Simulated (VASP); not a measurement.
# Cu12N in VASP: single point with PBE

Aim: the single point of Cu12N with PBE.

All numbers are computed with VASP 6.6.1; they aren't measurements. Logs are shortened: lines on timing, memory, paths and dates and some standing lists are left out, and cuts for length are marked.

**1. The cell of the first run**

The cell holds a slab with vacuum, 13 atoms: a = 5.132 Å, b = 5.132 Å, c = 19.622 Å, α = 90.00°, β = 90.00°, γ = 120.00°.

**2. Single point, PBE**

INCAR

```
PREC = Accurate ; ENCUT = 520
EDIFF = 1E-6 ; ISMEAR = 0
SIGMA = 0.1 ; LREAL = F
LASPH = T ; NELM = 100
ALGO = Normal ; ISIF = 2
LWAVE = F ; LCHARG = T
LDIPOL = T ; IDIPOL = 3
DIPOL = 0.5 0.5 0.323 ; GGA = PE
LELF = T ; LVHAR = T
LVACPOTAV = T ; NBANDS = 80
```

KPOINTS

```
regular mesh
0
Gamma
  6 6 1
```

POSCAR

```
Cu12N
1.0
    5.1319544695      0.0000000000      0.0000000000
   -2.5659772347      4.4444029416      0.0000000000
    0.0000000000      0.0000000000     19.6215699228
Cu N
12 1
Direct
    0.3333333333      0.1666666667      0.2038572864
    0.3333333333      0.6666666667      0.2038572864
    0.8333333333      0.1666666667      0.2038572864
    0.8333333333      0.6666666667      0.2038572864
    0.1666666667      0.3333333334      0.3088787979
    0.1666666667      0.8333333334      0.3088787979
    0.6666666667      0.3333333334      0.3088787979
    0.6666666667      0.8333333333      0.3088787979
    0.0000000000      0.0000000000      0.4139103015
    0.0000000000      0.5000000000      0.4139103015
    0.5000000000      0.0000000000      0.4139103015
    0.5000000000      0.5000000000      0.4139103015
    0.1666666667      0.0833333334      0.4907556543
```

Potentials or basis: VASP PAW PBE potentials, release 64 (Cu, N).

Launch:

```
$ cat potpaw_PBE.64/Cu/POTCAR potpaw_PBE.64/N/POTCAR > POTCAR
$ mpirun -np 1 vasp_std > vasp.out
```

OUTCAR:

```text
PREC = Accurate
   ENCUT = 520
   EDIFF = 1E-6
   ISMEAR = 0
   LREAL = F
   LASPH = T
   NELM = 100
   ISIF = 2
   GGA = PE

 ion  position               nearest neighbor table
   1  0.333  0.167  0.204-   6 2.54   5 2.54   7 2.54   2 2.57   2 2.57   4 2.57   4 2.57   3 2.57
                             3 2.57
   2  0.333  0.667  0.204-   5 2.54   6 2.54   8 2.54   1 2.57   1 2.57   3 2.57   3 2.57   4 2.57
                             4 2.57
   3  0.833  0.167  0.204-   7 2.54   8 2.54   5 2.54   4 2.57   4 2.57   2 2.57   2 2.57   1 2.57
                             1 2.57
   4  0.833  0.667  0.204-   8 2.54   7 2.54   6 2.54   3 2.57   3 2.57   1 2.57   1 2.57   2 2.57
                             2 2.57
   5  0.167  0.333  0.309-   2 2.54   1 2.54   3 2.54  10 2.54  12 2.54   9 2.54   8 2.57   6 2.57
                             6 2.57   7 2.57   7 2.57   8 2.57
   6  0.167  0.833  0.309-   1 2.54   2 2.54   4 2.54   9 2.54  11 2.54  10 2.54   8 2.57   5 2.57
                             5 2.57   7 2.57   7 2.57   8 2.57
   7  0.667  0.333  0.309-   4 2.54   3 2.54   1 2.54  12 2.54  10 2.54  11 2.54   8 2.57   6 2.57
                             6 2.57   5 2.57   5 2.57   8 2.57
   8  0.667  0.833  0.309-   4 2.54   3 2.54   2 2.54  12 2.54   9 2.54  11 2.54   7 2.57   5 2.57
                             6 2.57   5 2.57   6 2.57   7 2.57
   9  0.000  0.000  0.414-  13 1.68   6 2.54   8 2.54   5 2.54  10 2.57  10 2.57  12 2.57  12 2.57
                            11 2.57  11 2.57
  10  0.000  0.500  0.414-   5 2.54   7 2.54   6 2.54   9 2.57   9 2.57  11 2.57  11 2.57  12 2.57
                            12 2.57
  11  0.500  0.000  0.414-   6 2.54   7 2.54   8 2.54  12 2.57  12 2.57  10 2.57  10 2.57   9 2.57
                             9 2.57
  12  0.500  0.500  0.414-   8 2.54   7 2.54   5 2.54  11 2.57  11 2.57   9 2.57   9 2.57  10 2.57
                            10 2.57
  13  0.167  0.083  0.491-   9 1.68

  LATTYP: Found a hexagonal cell.
 ALAT       =     5.1319544695
 C/A-ratio  =     3.8234107569

  Lattice vectors:

 A1 = (   5.1319544695,   0.0000000000,   0.0000000000)
 A2 = (  -2.5659772347,   4.4444029416,   0.0000000000)
 A3 = (   0.0000000000,   0.0000000000,  19.6215699228)

Analysis of symmetry for initial positions (statically):
=====================================================================
 Subroutine PRICEL returns:
 Original cell was already a primitive cell.

 Routine SETGRP: Setting up the symmetry group for a
 hexagonal supercell.

 Subroutine GETGRP returns: Found  2 space group operations
 (whereof  2 operations were pure point group operations)
 out of a pool of 24 trial point group operations.

The static configuration has the point symmetry C_1h.

Analysis of symmetry for dynamics (positions and initial velocities):
=====================================================================
 Subroutine PRICEL returns:
 Original cell was already a primitive cell.

 Routine SETGRP: Setting up the symmetry group for a
 hexagonal supercell.

 Subroutine GETGRP returns: Found  2 space group operations
 (whereof  2 operations were pure point group operations)
 out of a pool of 24 trial point group operations.

The dynamic configuration has the point symmetry C_1h.

 Subroutine INISYM returns: Found  2 space group operations
 (whereof  2 operations are pure point group operations),
 and found     1 'primitive' translations

----------------------------------------------------------------------------------------

                                     Primitive cell

  volume of cell :     447.5381

  direct lattice vectors                    reciprocal lattice vectors
     5.131954470  0.000000000  0.000000000     0.194857535  0.112501051  0.000000000
    -2.565977235  4.444402942  0.000000000     0.000000000  0.225002101  0.000000000
     0.000000000  0.000000000 19.621569923     0.000000000  0.000000000  0.050964322

  length of vectors
     5.131954470  5.131954469 19.621569923     0.225002101  0.225002101  0.050964322

  position of ions in fractional coordinates (direct lattice)
     0.333333333  0.166666667  0.203857286
     0.333333333  0.666666667  0.203857286
     0.833333333  0.166666667  0.203857286
     0.833333333  0.666666667  0.203857286
     0.166666667  0.333333333  0.308878798
     0.166666667  0.833333333  0.308878798
     0.666666667  0.333333333  0.308878798
     0.666666667  0.833333333  0.308878798
     0.000000000  0.000000000  0.413910302
     0.000000000  0.500000000  0.413910302
     0.500000000  0.000000000  0.413910302
[... 48 lines left out ...]
  0.166667  0.000000  0.000000      2.000000
  0.000000  0.166667  0.000000      4.000000
  0.333333  0.000000  0.000000      2.000000
  0.000000  0.333333  0.000000      4.000000
  0.500000  0.000000  0.000000      1.000000
  0.000000  0.500000  0.000000      2.000000
  0.166667  0.166667  0.000000      4.000000
 -0.166667  0.333333  0.000000      2.000000
  0.333333  0.166667  0.000000      4.000000
 -0.166667  0.500000  0.000000      4.000000
  0.500000  0.333333  0.000000      4.000000
  0.333333  0.333333  0.000000      2.000000
   k-points           NKPTS =     13   k-points in BZ     NKDIM =     13   number of bands    NBANDS=     80
   number of dos      NEDOS =    301   number of ions     NIONS =     13
   total plane-waves  NPLWV = 240000
   dimension x,y,z NGX =    40 NGY =   40 NGZ =  150
   dimension x,y,z NGXF=    80 NGYF=   80 NGZF=  300
   ions per type =              12   1
   NGX,Y,Z   is equivalent  to a cutoff of  12.96, 12.96, 12.71 a.u.
   NGXF,Y,Z  is equivalent  to a cutoff of  25.92, 25.92, 25.42 a.u.
 SYSTEM =  unknown system
   PREC   = accura    normal or accurate (medium, high low for compatibility)
   ISTART =      0    job   : 0-new  1-cont  2-samecut
   ICHARG =      2    charge: 1-file 2-atom 10-const
   ISPIN  =      1    spin polarized calculation?
   LNONCOLLINEAR =      F non collinear calculations
   LSORBIT =      F    spin-orbit coupling
   LASPH  =      T    aspherical Exc in radial PAW
   ENCUT  =  520.0 eV  38.22 Ry    6.18 a.u.   9.54  9.54 36.48*2*pi/ulx,y,z
   NELM   =    100;   NELMIN=  2; NELMDL= -5     # of ELM steps
   EDIFF  = 0.1E-05   stopping-criterion for ELM
   LREAL  =      F    real-space projection
   EDIFFG = 0.1E-04   stopping-criterion for IOM
   NSW    =      0    number of steps for IOM
   IBRION =     -1    ionic relax: 0-MD 1-quasi-New 2-CG
   NFREE  =      0    steps in history (QN), initial steepest desc. (CG)
   ISIF   =      2    stress and relaxation
   ISYM   =      2    0-nonsym 1-usesym 2-fastsym
   POTIM  = 0.5000    time-step for ionic-motion
   TEBEG  =    0.0;   TEEND  =   0.0 temperature during run
   PSTRESS=    0.0 pullay stress
   NELECT =     137.0000    total number of electrons
   NUPDOWN=      -1.0000    fix difference up-down
   EMIN   =  10.00;   EMAX   =-10.00  energy-range for DOS
   EFERMI =   0.00;   METHOD = LEGACY
   ISMEAR =     0;   SIGMA  =   0.10  broadening in eV -4-tet -1-fermi 0-gaus
   EFERMI_NEDOS =   21; number of points for ismear=-14 and -15
   IALGO  =     38    algorithm
   IMIX   =      4    mixing-type and parameters
     AMIX     =   0.40;   BMIX     =  1.00
     AMIX_MAG =   1.60;   BMIX_MAG =  1.00
  volume/ion in A,a.u.               =      34.43       232.32
  Fermi-wavevector in a.u.,A,eV,Ry     =   1.103329  2.084989 16.562846  1.217335
  Thomas-Fermi vector in A             =   2.239785
   LORBIT       =      0    0 simple, 1 ext, 2 COOP (PROOUT), +10 PAW based schemes
   GGA     = PE    functional components
   LHFCALC =     F    Hartree Fock is set to
   AEXX    =    0.0000 exact exchange contribution
   IVDW    =     0    specifies the selected vdW correction
   LEPSILON=     F    determine dielectric tensor
   LRPA    =     F    only Hartree local field effects (RPA)
 non-spin polarized calculation
 Gauss-broadening in eV      SIGMA  =   0.10
  energy-cutoff  :      520.00
  volume of cell :      447.54
 maximum number of plane-waves:     12109
 NGX is ok and might be reduce to    40
   NGX = 19   NGY = 19   NGZ = 73

 dipolmoment           0.000000      0.000000     -0.433697 electrons x Angstroem

 number of electron     137.0000027 magnetization

 dipolmoment           0.000000      0.000000      0.211123 electrons x Angstroem

 Free energy of the ion-electron system (eV)
  ---------------------------------------------------
  ext. energy  EPLUGINS =         0.00000000
  ---------------------------------------------------
  free energy    TOTEN  =       -46.26632480 eV

  energy without entropy =      -46.22922381  energy(sigma->0) =      -46.24777430

 E-fermi :  -1.1366     XC(G=0):  -5.1686

 val. band max:       -1.1399089336   @ k =   0.0000   0.3333   0.0000
 cond. band min:      -1.1020490701   @ k =   0.5000   0.0000   0.0000
 fundamental gap:      0.0378598635
 Fermi energy:        -1.1365917399

 k-point     1 :       0.0000    0.0000    0.0000
  band No.  band energies     occupation
      1     -14.5181      2.00000
      2      -9.7362      2.00000
      3      -7.6794      2.00000
      4      -6.4302      2.00000
      5      -6.0641      2.00000
      6      -6.0581      2.00000
[... 1068 lines left out ...]
     79       3.6618      0.00000
     80       4.2243      0.00000

------------------------ aborting loop because EDIFF is reached ----------------------------------------

  FORCE on cell =-STRESS in cart. coord.  units (eV):
  Direction    XX          YY          ZZ          XY          YZ          ZX
  --------------------------------------------------------------------------------------
  -------------------------------------------------------------------------------------
  Total       -2.6028345     -3.5324944      1.7364024      0.8051091      1.5365109      2.6613138
  in kB       -9.3180957    -12.6462595      6.2162861      2.8822744      5.5006783      9.5274504
  external PRESSURE =      -5.2493564 kB  Pullay stress =       0.0000000 kB

 VOLUME and BASIS-vectors are now :
 -----------------------------------------------------------------------------
  energy-cutoff  :      520.00
  volume of cell :      447.54
      direct lattice vectors                 reciprocal lattice vectors
     5.131954470  0.000000000  0.000000000     0.194857535  0.112501051  0.000000000
    -2.565977235  4.444402942  0.000000000     0.000000000  0.225002101  0.000000000
     0.000000000  0.000000000 19.621569923     0.000000000  0.000000000  0.050964322

 POSITION                                       TOTAL-FORCE (eV/Angst)
 -----------------------------------------------------------------------------------
      1.28299      0.74073      4.00000        -0.004000     -0.002310     -0.081561
     -0.00000      2.96294      4.00000        -0.005180     -0.002990     -0.087560
      3.84897      0.74073      4.00000        -0.003348      0.000147     -0.105081
      2.56598      2.96294      4.00000        -0.001546     -0.002973     -0.105081
      0.00000      1.48147      6.06069        -0.058675      0.054921     -0.050927
     -1.28299      3.70367      6.06069         0.018226     -0.078275     -0.050927
      2.56598      1.48147      6.06069         0.044158      0.025495     -0.003407
      1.28299      3.70367      6.06069        -0.003074     -0.001775      0.081346
      0.00000      0.00000      8.12157        -1.211644     -0.699543     -1.196483
     -1.28299      2.22220      8.12157         0.045053      0.026012      0.159392
      2.56598      0.00000      8.12157        -0.382739      0.030717      0.655278
      1.28299      2.22220      8.12157        -0.164768     -0.346820      0.655278
      0.64149      0.37037      9.62940         1.727537      0.997394      0.129733
 -----------------------------------------------------------------------------------
    total drift:                                0.000020      0.000012     -0.006670

  FREE ENERGIE OF THE ION-ELECTRON SYSTEM (eV)
  ---------------------------------------------------
  free  energy   TOTEN  =       -46.2663247969 eV

  energy  without entropy=      -46.2292238098  energy(sigma->0) =      -46.24777430

 vacuum level on the upper side and lower side of the slab         5.254         3.579
```

Wall time 24 min (1 thread of AMD EPYC 7R43 (Zen 3), shared host); peak memory 0.68 GiB.

What came out:

```yaml
Free_energy: -46.2663 eV
Largest_force: 1.999 eV/Å
Band_gap_on_the_k_mesh: zero (an odd number of electrons rules out a gap without spin polarisation)
```

Forces on the atoms (eV/Å):
```
Cu  -0.004 -0.002 -0.082
Cu  -0.005 -0.003 -0.088
Cu  -0.003  0.000 -0.105
Cu  -0.002 -0.003 -0.105
Cu  -0.059  0.055 -0.051
Cu   0.018 -0.078 -0.051
Cu   0.044  0.025 -0.003
Cu  -0.003 -0.002  0.081
Cu  -1.212 -0.700 -1.196
Cu   0.045  0.026  0.159
Cu  -0.383  0.031  0.655
Cu  -0.165 -0.347  0.655
N    1.728  0.997  0.130
```

With open d or f shells a metallic result of PBE can be an artefact of self-interaction; +U or a hybrid may open a gap.

The gap in the log of VASP goes by the Fermi energy; the results here count the filled bands.